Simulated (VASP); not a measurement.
# Hf12C13 in VASP: further runs

The runs below take Hf12C13 through single point, with PBE.

All numbers are computed with VASP 6.6.1; they aren't measurements. Logs are shortened: lines on timing, memory, paths and dates and some standing lists are left out, and cuts for length are marked.

## (1) The cell of the first run

The cell holds a slab with vacuum, 25 atoms: a = 6.578 Å, b = 6.578 Å, c = 20.084 Å, α = 90.00°, β = 90.00°, γ = 90.00°.

## (2) Single point, PBE

INCAR reads:

```
SYSTEM = Hf12C13
PREC     = Accurate       ! precision mode
ENCUT    = 520            ! plane-wave cutoff, eV
EDIFF    = 1E-7           ! SCF threshold, eV
ISMEAR   = 0              ! smearing method
SIGMA    = 0.1            ! smearing width, eV
LREAL    = Auto         
LASPH    = .True.         ! aspherical terms in the spheres
NELM     = 80             ! most SCF steps
ALGO     = Normal         ! electronic algorithm
ISIF     = 2              ! what is computed and relaxed
LWAVE    = .False.        ! write WAVECAR
LCHARG   = .True.         ! write CHGCAR
LDIPOL   = .True.       
IDIPOL   = 3            
DIPOL    = 0.5 0.5 0.319
GGA      = PE             ! functional
LELF     = .True.         ! ELF
LVHAR    = .True.       
LVACPOTAV= .True.       
NBANDS   = 104            ! bands
```

KPOINTS reads:

```
regular mesh
0
Gamma
  4 4 1
  0 0 0
```

POSCAR reads:

```
Hf12C13
1.0
    6.5782051141      0.0000000000      0.0000000000
    0.0000000000      6.5782051141      0.0000000000
    0.0000000000      0.0000000000     20.0841322555
Hf C
12 13
Direct
    0.0000000000      0.0000000000      0.1991622017
    0.0000000000      0.5000000000      0.1991622017
    0.5000000000      0.0000000000      0.1991622017
    0.5000000000      0.5000000000      0.1991622017
    0.2500000000      0.2500000000      0.3119533852
    0.2500000000      0.7500000000      0.3119533852
    0.7500000000      0.2500000000      0.3119533852
    0.7500000000      0.7500000000      0.3119533852
    0.0000000000      0.0000000000      0.4231522705
    0.0000000000      0.5000000000      0.4231522705
    0.5000000000      0.0000000000      0.4231522705
    0.5000000000      0.5000000000      0.4231522705
    0.2500000000      0.2500000000      0.1991622017
    0.2500000000      0.7500000000      0.1991622017
    0.7500000000      0.2500000000      0.1991622017
    0.7500000000      0.7500000000      0.1991622017
    0.0000000000      0.0000000000      0.3115316059
    0.0000000000      0.5000000000      0.3115316059
    0.5000000000      0.0000000000      0.3115316059
    0.5000000000      0.5000000000      0.3115316059
    0.2500000000      0.2500000000      0.4274086700
    0.2500000000      0.7500000000      0.4274086700
    0.7500000000      0.2500000000      0.4274086700
    0.7500000000      0.7500000000      0.4274086700
    0.2500000000      0.2500000000      0.4927434148
```

Potentials or basis: VASP PAW PBE potentials, release 64 (Hf_pv, C).

Command:

```
cat potpaw_PBE.64/Hf_pv/POTCAR potpaw_PBE.64/C/POTCAR > POTCAR
mpirun -np 1 vasp_std > vasp.out
```

OUTCAR:

```text
SYSTEM = Hf12C13
   PREC = Accurate
   ENCUT = 520
   EDIFF = 1E-7
   ISMEAR = 0
   LREAL = Auto
   LASPH = .True.
   NELM = 80
   ISIF = 2
   GGA = PE

 ion  position               nearest neighbor table
   1  0.000  0.000  0.199-  17 2.26  14 2.33  15 2.33  16 2.33  13 2.33   6 3.25   7 3.25   8 3.25
                             5 3.25   3 3.29   2 3.29   2 3.29   3 3.29
   2  0.000  0.500  0.199-  18 2.26  14 2.33  15 2.33  16 2.33  13 2.33   6 3.25   7 3.25   8 3.25
                             5 3.25   4 3.29   1 3.29   1 3.29   4 3.29
   3  0.500  0.000  0.199-  19 2.26  14 2.33  15 2.33  16 2.33  13 2.33   6 3.25   7 3.25   8 3.25
                             5 3.25   4 3.29   1 3.29   4 3.29   1 3.29
   4  0.500  0.500  0.199-  20 2.26  14 2.33  15 2.33  16 2.33  13 2.33   6 3.25   7 3.25   8 3.25
                             5 3.25   3 3.29   2 3.29   3 3.29   2 3.29
   5  0.250  0.250  0.312-  13 2.27  21 2.32  18 2.33  19 2.33  20 2.33  17 2.33  11 3.22  12 3.22
                             9 3.22  10 3.22   3 3.25   4 3.25   1 3.25   2 3.25   6 3.29   7 3.29
   6  0.250  0.750  0.312-  14 2.27  22 2.32  18 2.33  19 2.33  20 2.33  17 2.33  11 3.22  12 3.22
                             9 3.22  10 3.22   3 3.25   4 3.25   1 3.25   2 3.25   5 3.29   8 3.29
   7  0.750  0.250  0.312-  15 2.27  23 2.32  18 2.33  19 2.33  20 2.33  17 2.33  11 3.22  12 3.22
                             9 3.22  10 3.22   3 3.25   4 3.25   1 3.25   2 3.25   5 3.29   8 3.29
   8  0.750  0.750  0.312-  16 2.27  24 2.32  18 2.33  19 2.33  20 2.33  17 2.33  11 3.22  12 3.22
                             9 3.22  10 3.22   3 3.25   4 3.25   1 3.25   2 3.25   6 3.29   7 3.29
   9  0.000  0.000  0.423-  17 2.24  21 2.33  22 2.33  23 2.33  24 2.33  25 2.71   7 3.22   8 3.22
[... 6 lines left out ...]
                             5 3.22   6 3.22  10 3.29  11 3.29  11 3.29  10 3.29
  13  0.250  0.250  0.199-   5 2.27   2 2.33   3 2.33   4 2.33   1 2.33
  14  0.250  0.750  0.199-   6 2.27   2 2.33   3 2.33   4 2.33   1 2.33
  15  0.750  0.250  0.199-   7 2.27   2 2.33   3 2.33   4 2.33   1 2.33
  16  0.750  0.750  0.199-   8 2.27   2 2.33   3 2.33   4 2.33   1 2.33
  17  0.000  0.000  0.312-   9 2.24   1 2.26   6 2.33   7 2.33   8 2.33   5 2.33
  18  0.000  0.500  0.312-  10 2.24   2 2.26   6 2.33   7 2.33   8 2.33   5 2.33
  19  0.500  0.000  0.312-  11 2.24   3 2.26   6 2.33   7 2.33   8 2.33   5 2.33
  20  0.500  0.500  0.312-  12 2.24   4 2.26   6 2.33   7 2.33   8 2.33   5 2.33
  21  0.250  0.250  0.427-  25 1.31   5 2.32  10 2.33  11 2.33  12 2.33   9 2.33
  22  0.250  0.750  0.427-   6 2.32   9 2.33  10 2.33  11 2.33  12 2.33
  23  0.750  0.250  0.427-   7 2.32   9 2.33  10 2.33  11 2.33  12 2.33
  24  0.750  0.750  0.427-   8 2.32   9 2.33  10 2.33  11 2.33  12 2.33
  25  0.250  0.250  0.493-  21 1.31  10 2.71  11 2.71  12 2.71   9 2.71

  LATTYP: Found a simple tetragonal cell.
 ALAT       =     6.5782051141
 C/A-ratio  =     3.0531325654

  Lattice vectors:

 A1 = (   6.5782051141,   0.0000000000,   0.0000000000)
 A2 = (   0.0000000000,   6.5782051141,   0.0000000000)
 A3 = (   0.0000000000,   0.0000000000,  20.0841322555)

Analysis of symmetry for initial positions (statically):
=====================================================================
 Subroutine PRICEL returns:
 Original cell was already a primitive cell.

 Routine SETGRP: Setting up the symmetry group for a
 simple tetragonal supercell.

 Subroutine GETGRP returns: Found  8 space group operations
 (whereof  2 operations were pure point group operations)
 out of a pool of 16 trial point group operations.

The static configuration has the point symmetry C_1h.
 The point group associated with its full space group is C_4v.

Analysis of symmetry for dynamics (positions and initial velocities):
=====================================================================
 Subroutine PRICEL returns:
 Original cell was already a primitive cell.

 Routine SETGRP: Setting up the symmetry group for a
 simple tetragonal supercell.

 Subroutine GETGRP returns: Found  8 space group operations
 (whereof  2 operations were pure point group operations)
 out of a pool of 16 trial point group operations.

The dynamic configuration has the point symmetry C_1h.
 The point group associated with its full space group is C_4v.

 Subroutine INISYM returns: Found  8 space group operations
 (whereof  2 operations are pure point group operations),
 and found     1 'primitive' translations

----------------------------------------------------------------------------------------

                                     Primitive cell

[... 77 lines left out ...]
     0.000000000  0.038004288  0.000000000     0.000000000  0.250000000  0.000000000
     0.000000000  0.000000000  0.049790550     0.000000000  0.000000000  1.000000000

  Length of vectors
     0.038004288  0.038004288  0.049790550

  Shift w.r.t. Gamma in fractional coordinates (k-lattice)
     0.000000000  0.000000000  0.000000000

 Subroutine IBZKPT returns following result:
 ===========================================

 Found      6 irreducible k-points:

 Following reciprocal coordinates:
            Coordinates               Weight
  0.000000  0.000000  0.000000      1.000000
  0.250000  0.000000  0.000000      4.000000
  0.500000  0.000000  0.000000      2.000000
  0.250000  0.250000  0.000000      4.000000
  0.500000  0.250000  0.000000      4.000000
  0.500000  0.500000  0.000000      1.000000
   k-points           NKPTS =      6   k-points in BZ     NKDIM =      6   number of bands    NBANDS=    104
   number of dos      NEDOS =    301   number of ions     NIONS =     25
   total plane-waves  NPLWV = 375000
   dimension x,y,z NGX =    50 NGY =   50 NGZ =  150
   dimension x,y,z NGXF=   100 NGYF=  100 NGZF=  300
   ions per type =              12  13
   NGX,Y,Z   is equivalent  to a cutoff of  12.64, 12.64, 12.42 a.u.
   NGXF,Y,Z  is equivalent  to a cutoff of  25.27, 25.27, 24.83 a.u.
 SYSTEM =  Hf12C13
   PREC   = accura    normal or accurate (medium, high low for compatibility)
   ISTART =      0    job   : 0-new  1-cont  2-samecut
   ICHARG =      2    charge: 1-file 2-atom 10-const
   ISPIN  =      1    spin polarized calculation?
   LNONCOLLINEAR =      F non collinear calculations
   LSORBIT =      F    spin-orbit coupling
   LASPH  =      T    aspherical Exc in radial PAW
   ENCUT  =  520.0 eV  38.22 Ry    6.18 a.u.  12.23 12.23 37.34*2*pi/ulx,y,z
   NELM   =     80;   NELMIN=  2; NELMDL= -5     # of ELM steps
   EDIFF  = 0.1E-06   stopping-criterion for ELM
   LREAL  =      T    real-space projection
   EDIFFG = 0.1E-05   stopping-criterion for IOM
   NSW    =      0    number of steps for IOM
   IBRION =     -1    ionic relax: 0-MD 1-quasi-New 2-CG
   NFREE  =      0    steps in history (QN), initial steepest desc. (CG)
   ISIF   =      2    stress and relaxation
   ISYM   =      2    0-nonsym 1-usesym 2-fastsym
   POTIM  = 0.5000    time-step for ionic-motion
   TEBEG  =    0.0;   TEEND  =   0.0 temperature during run
   PSTRESS=    0.0 pullay stress
   NELECT =     172.0000    total number of electrons
   NUPDOWN=      -1.0000    fix difference up-down
   EMIN   =  10.00;   EMAX   =-10.00  energy-range for DOS
   EFERMI =   0.00;   METHOD = LEGACY
   ISMEAR =     0;   SIGMA  =   0.10  broadening in eV -4-tet -1-fermi 0-gaus
   EFERMI_NEDOS =   21; number of points for ismear=-14 and -15
   IALGO  =     38    algorithm
   IMIX   =      4    mixing-type and parameters
     AMIX     =   0.40;   BMIX     =  1.00
     AMIX_MAG =   1.60;   BMIX_MAG =  1.00
  volume/ion in A,a.u.               =      34.76       234.60
  Fermi-wavevector in a.u.,A,eV,Ry     =   0.954029  1.802854 12.383639  0.910172
  Thomas-Fermi vector in A             =   2.082738
   LORBIT       =      0    0 simple, 1 ext, 2 COOP (PROOUT), +10 PAW based schemes
   GGA     = PE    functional components
   LHFCALC =     F    Hartree Fock is set to
   AEXX    =    0.0000 exact exchange contribution
   IVDW    =     0    specifies the selected vdW correction
   LEPSILON=     F    determine dielectric tensor
   LRPA    =     F    only Hartree local field effects (RPA)
 non-spin polarized calculation
 Gauss-broadening in eV      SIGMA  =   0.10
  energy-cutoff  :      520.00
  volume of cell :      869.10
 maximum number of plane-waves:     23491
 NGX is ok and might be reduce to    50
   NGX = 25   NGY = 25   NGZ = 75

 dipolmoment           0.000000      0.000000     -0.049355 electrons x Angstroem

 number of electron     171.9999971 magnetization

 dipolmoment           0.000000      0.000000      0.249632 electrons x Angstroem

 Free energy of the ion-electron system (eV)
  ---------------------------------------------------
  ext. energy  EPLUGINS =         0.00000000
  ---------------------------------------------------
  free energy    TOTEN  =      -250.41158877 eV

  energy without entropy =     -250.38969806  energy(sigma->0) =     -250.40064342

 E-fermi :  -0.4555     XC(G=0):  -5.2365

 val. band max:       -0.4766589800   @ k =   0.0000   0.0000   0.0000
 cond. band min:      -0.4223535177   @ k =   0.5000   0.5000   0.0000
 fundamental gap:      0.0543054623
 Fermi energy:        -0.4554899181

 k-point     1 :       0.0000    0.0000    0.0000
  band No.  band energies     occupation
      1     -31.1280      2.00000
      2     -31.0531      2.00000
      3     -31.0531      2.00000
      4     -31.0453      2.00000
      5     -30.9831      2.00000
      6     -30.9804      2.00000
[... 595 lines left out ...]
     97       2.6393      0.00000
     98       2.6753      0.00000
 [bands above 98 left out]

------------------------ aborting loop because EDIFF is reached ----------------------------------------

  FORCE on cell =-STRESS in cart. coord.  units (eV):
  Direction    XX          YY          ZZ          XY          YZ          ZX
  --------------------------------------------------------------------------------------
  -------------------------------------------------------------------------------------
  Total      -14.4780938    -14.4780938     -2.7170195      0.0000000      0.0000000      0.0000000
  in kB      -26.6903381    -26.6903381     -5.0088202      0.0000000      0.0000000      0.0000000
  external PRESSURE =     -19.4631655 kB  Pullay stress =       0.0000000 kB

 VOLUME and BASIS-vectors are now :
 -----------------------------------------------------------------------------
  energy-cutoff  :      520.00
  volume of cell :      869.10
      direct lattice vectors                 reciprocal lattice vectors
     6.578205114  0.000000000  0.000000000     0.152017151  0.000000000  0.000000000
     0.000000000  6.578205114  0.000000000     0.000000000  0.152017151  0.000000000
     0.000000000  0.000000000 20.084132255     0.000000000  0.000000000  0.049790550

 POSITION                                       TOTAL-FORCE (eV/Angst)
 -----------------------------------------------------------------------------------
      0.00000      0.00000      4.00000         0.132964      0.132964      0.991141
      0.00000      3.28910      4.00000         0.132964     -0.132964      0.991141
      3.28910      0.00000      4.00000        -0.132964      0.132964      0.991141
      3.28910      3.28910      4.00000        -0.132964     -0.132964      0.991141
      1.64455      1.64455      6.26531        -0.000000     -0.000000     -0.126212
      1.64455      4.93365      6.26531        -0.000000     -0.000000     -0.080667
[... 17 lines left out ...]
      4.93365      4.93365      8.58413        -0.000000     -0.000000     -0.399783
      1.64455      1.64455      9.89632        -0.000000     -0.000000      0.092219
 -----------------------------------------------------------------------------------
    total drift:                                0.000000      0.000000     -0.035898

  FREE ENERGIE OF THE ION-ELECTRON SYSTEM (eV)
  ---------------------------------------------------
  free  energy   TOTEN  =      -250.4115887706 eV

  energy  without entropy=     -250.3896980649  energy(sigma->0) =     -250.40064342

 vacuum level on the upper side and lower side of the slab         4.249         3.205
```

It took 65 min on 1 thread of AMD EPYC 7R43 (Zen 3), shared host; peak memory 0.87 GiB.

Results:

| Item | Value |
| --- | --- |
| Free energy | -250.4116 eV |
| Largest force | 1.840 eV/Å |
| Band gap on the k mesh | zero (bands 86 and 87 overlap by 0.05 eV) |

Forces on the atoms (eV/Å):
```
Hf   0.133  0.133  0.991
Hf   0.133 -0.133  0.991
Hf  -0.133  0.133  0.991
Hf  -0.133 -0.133  0.991
Hf   0.000  0.000 -0.126
Hf   0.000  0.000 -0.081
Hf   0.000  0.000 -0.081
Hf   0.000  0.000 -0.014
Hf  -0.909 -0.909  0.446
Hf  -0.909  0.909  0.446
Hf   0.909 -0.909  0.446
Hf   0.909  0.909  0.446
C    0.000  0.000 -1.171
C    0.000  0.000 -0.727
C    0.000  0.000 -0.727
C    0.000  0.000 -0.848
C   -0.013 -0.013  0.112
C   -0.013  0.013  0.112
C    0.013 -0.013  0.112
C    0.013  0.013  0.112
C    0.000  0.000 -1.840
C    0.000  0.000 -0.137
C    0.000  0.000 -0.137
C    0.000  0.000 -0.400
C    0.000  0.000  0.092
```

Levels at points of the mesh, in eV from the Fermi level:
```
           k point  band 83  band 84  band 85  band 86  band 87  band 88  band 89  band 90
(0.00, 0.00, 0.00)    -0.39    -0.39    -0.10    -0.10    -0.02     0.52     0.52     0.84
(0.50, 0.00, 0.00)    -1.43    -1.35    -1.27    -0.25     0.38     0.65     1.34     1.59
(0.50, 0.50, 0.00)    -1.39    -1.06    -0.99     0.03     0.03     0.61     0.66     1.65
```

Caveat: spin-orbit coupling is left out, which moves the levels of the heavy elements.

## (3) Single point, PBE

INCAR reads:

```
  PREC = Accurate
  ENCUT = 520
  EDIFF = 1E-6
  ISMEAR = 0
  SIGMA = 0.1
  LREAL = Auto
  LASPH = T
  NELM = 60
  ALGO = Normal
  ISIF = 2
  LWAVE = F
  LCHARG = F
  LDIPOL = T
  IDIPOL = 3
  DIPOL = 0.5 0.5 0.321
  GGA = PE
  NBANDS = 104
```

KPOINTS reads:

```
Automatic mesh
0
Gamma
  4 4 1
```

POSCAR, as its differences from that of step 2:

```diff
@@ -32,2 +32,2 @@
     0.7500000000      0.7500000000      0.4274086700
-    0.2500000000      0.2500000000      0.4927434148
+    0.5000000000      0.5000000000      0.5305419749
```

Potentials or basis: VASP PAW PBE potentials, release 64 (Hf_pv, C).

Command:

```
cat potpaw_PBE.64/Hf_pv/POTCAR potpaw_PBE.64/C/POTCAR > POTCAR
mpirun -np 1 vasp_std > vasp.out
```

It took 49 min on 1 thread of AMD EPYC 7R43 (Zen 3), shared host; peak memory 0.88 GiB.

The run converged. Its results:

```yaml
Free_energy: -245.4285 eV
Largest_force: 1.138 eV/Å
Band_gap_on_the_k_mesh: zero (bands 86 and 87 overlap by 0.14 eV)
```

Forces on the atoms (eV/Å):
```
Hf   0.000  0.000  0.934
Hf   0.000  0.000  0.825
Hf   0.000  0.000  0.825
Hf   0.000  0.000  0.846
Hf   0.065  0.065  0.086
Hf   0.065 -0.065  0.086
Hf  -0.065  0.065  0.086
Hf  -0.065 -0.065  0.086
Hf   0.000  0.000  0.133
Hf   0.000  0.000  0.387
Hf   0.000  0.000  0.387
Hf   0.000  0.000  0.483
C    0.004  0.004 -0.814
C    0.004 -0.004 -0.814
C   -0.004  0.004 -0.814
C   -0.004 -0.004 -0.814
C    0.000  0.000 -0.111
C    0.000  0.000  0.020
C    0.000  0.000  0.020
C    0.000  0.000 -1.138
C   -0.311 -0.311 -0.192
C   -0.311  0.311 -0.192
C    0.311 -0.311 -0.192
C    0.311  0.311 -0.192
C    0.000  0.000  0.069
```

Levels at points of the mesh, in eV from the Fermi level:
```csv
k point,band 84,band 85,band 86,band 87,band 88,band 89
"(0.00, 0.00, 0.00)",-0.20,-0.05,0.10,0.10,0.43,0.69
"(0.50, 0.00, 0.00)",-1.18,-1.14,-0.12,0.10,0.62,0.91
"(0.50, 0.50, 0.00)",-0.87,-0.84,0.07,0.19,0.19,0.77
```

Caveat: spin-orbit coupling is left out, which moves the levels of the heavy elements.

The gap in the log of VASP goes by the Fermi energy; the results here count the filled bands.